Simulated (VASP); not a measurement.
A run of VASP 6.6.1:

The input INCAR:

```
PREC     = Accurate       # precision mode
ENCUT    = 520            # plane-wave cutoff, eV
EDIFF    = 1E-7           # SCF threshold, eV
ISMEAR   = 0              # smearing method
SIGMA    = 0.1            # smearing width, eV
LREAL    = False          # projectors in reciprocal space
LASPH    = True           # aspherical terms in the spheres
NELM     = 60             # most SCF steps
ALGO     = Normal         # electronic algorithm
ISIF     = 2              # what is computed and relaxed
LWAVE    = False          # write WAVECAR
LCHARG   = True           # write CHGCAR
GGA      = PS             # functional
LELF     = True           # ELF
LVHAR    = True         
NBANDS   = 8              # bands
```

Contents of KPOINTS:

```
Automatic mesh
0
Gamma
  9 9 8
```

The input POSCAR:

```
P
1.0
    2.6193473890      0.0000000000      0.0000000000
   -1.3096736945      2.2684213802      0.0000000000
    0.0000000000      0.0000000000      2.4409690541
P
1
Direct
    0.0000000000      0.0000000000      0.0000000000
```

Potentials or basis: VASP PAW PBE potentials, release 64 (P).

Launch:

```sh
$ cat potpaw_PBE.64/P/POTCAR > POTCAR
$ mpirun -np 1 vasp_std > vasp.out
```

Hardware: 1 thread of Intel Xeon 8259CL (shared host).

Question: Estimate the wall time of this run.

Answer: Wall time 9.3 s on 1 thread of Intel Xeon 8259CL (shared host), peak memory 0.12 GiB. Counts: scf iterations 11, k points 60.
